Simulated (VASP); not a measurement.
Here is a VASP 6.6.1 calculation.

INCAR

```
ALGO     = Normal         # electronic algorithm
EDIFF    = 1E-6           # SCF threshold, eV
ENCUT    = 520            # plane-wave cutoff, eV
GGA      = PE             # functional
ISIF     = 2              # what is computed and relaxed
ISMEAR   = -1             # smearing method
IVDW     = 12             # dispersion correction
LASPH    = True           # aspherical terms in the spheres
LCHARG   = False          # write CHGCAR
LREAL    = False          # projectors in reciprocal space
LWAVE    = False          # write WAVECAR
NBANDS   = 26             # bands
NELM     = 60             # most SCF steps
PREC     = Accurate       # precision mode
SIGMA    = 0.05           # smearing width, eV
```

Contents of KPOINTS:

```
k-points
0
Gamma
  9 9 5
```

Contents of POSCAR:

```
ZnO
1.0
    3.2274999067      0.0000000000      0.0000000000
   -1.6137499533      2.7950969099      0.0000000000
    0.0000000000      0.0000000000      5.1707703030
Zn O
2 2
Direct
    0.6666666667      0.3333333333      0.0000000000
    0.3333333333      0.6666666667      0.5000000000
    0.3333333333      0.6666666667      0.8790100000
    0.6666666667      0.3333333333      0.3790100000
```

Potentials or basis: VASP PAW PBE potentials, release 64 (Zn, O).

Run with:

```console
$ cat potpaw_PBE.64/Zn/POTCAR potpaw_PBE.64/O/POTCAR > POTCAR
$ mpirun -np 1 vasp_std > vasp.out
```

Task: Estimate the pressure.

Result: 6.1 GPa.

Task: Predict the band gap on the k mesh.

Result: 0.82 eV.

Task: Predict the dispersion energy per atom.

Result: -0.229 eV.

Forces on the atoms (eV/Å):
```
Zn   0.000  0.000 -0.080
Zn   0.000  0.000 -0.080
O    0.000  0.000  0.080
O    0.000  0.000  0.080
```

Caveat: the cell stands under pressure.
